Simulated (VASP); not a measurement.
The system is TiAl5.

```
Al Ti
1.0
    -4.04016   -3.95156   -0.03026
     0.03004    3.95178    4.04074
    -4.14818    4.02933   -4.14833
Al Ti
10 2
Direct
  0.49877 0.99975 0.99983
  0.84135 0.15717 0.67033
  0.33823 0.16024 0.66854
  0.65597 0.34196 0.32941
  0.15909 0.33895 0.33104
  0.99854 0.49950 0.99990
  0.83805 0.66008 0.66854
  0.34113 0.65727 0.67030
  0.65925 0.83909 0.33106
  0.15614 0.84196 0.32934
  0.99872 0.99956 0.99971
  0.49870 0.49970 0.99982
```

| Item | Value |
| --- | --- |
| Program | VASP 6.6.1 |
| Task | relaxation of cell and atoms |
| Functional | PBE |
| Potentials or basis | VASP PAW PBE potentials, release 64 (Al, Ti_sv) |
| Cutoff | 600 eV |
| k mesh | 4 × 4 × 3 |
| Occupations | gaussian, width 0.1 eV |
| Spin | no spin polarisation |

At the start: pressure -0.1 GPa; volume 16.44 Å³/atom.

Question: Where does the relaxation end?

Answer: Over 6 steps the energy falls by 6.0 meV/atom; space group P2/m (No. 10, to 0.1 Å) before and after.

Step by step:
| step | energy change (eV) | largest force (eV/Å) | pressure (GPa) | volume (Å³) |
| --- | --- | --- | --- | --- |
| 1 | 0.0000 | 0.1131 | -0.06 | 197.25 |
| 2 | -0.0476 | 0.1213 | 0.00 | 197.04 |
| 3 | -0.0530 | 0.1186 | 0.08 | 196.92 |
| 4 | -0.0658 | 0.0704 | 0.02 | 197.13 |
| 5 | -0.0684 | 0.0418 | -0.01 | 197.26 |
| 6 | -0.0718 | 0.0362 | -0.03 | 197.24 |

Final structure:
```
Al Ti
1.0
    -4.04671   -4.06120   -0.08633
     0.08628    4.06126    4.04686
    -4.08913    4.01371   -4.08917
Al Ti
10 2
Direct
  0.49871 0.99965 0.99982
  0.84151 0.15688 0.66710
  0.33759 0.16078 0.66846
  0.65580 0.34229 0.33257
  0.15975 0.33843 0.33116
  0.99863 0.49958 0.99984
  0.83751 0.66072 0.66846
  0.34141 0.65696 0.66710
  0.65981 0.83847 0.33116
  0.15587 0.84225 0.33253
  0.99870 0.99960 0.99980
  0.49866 0.49963 0.99982
```
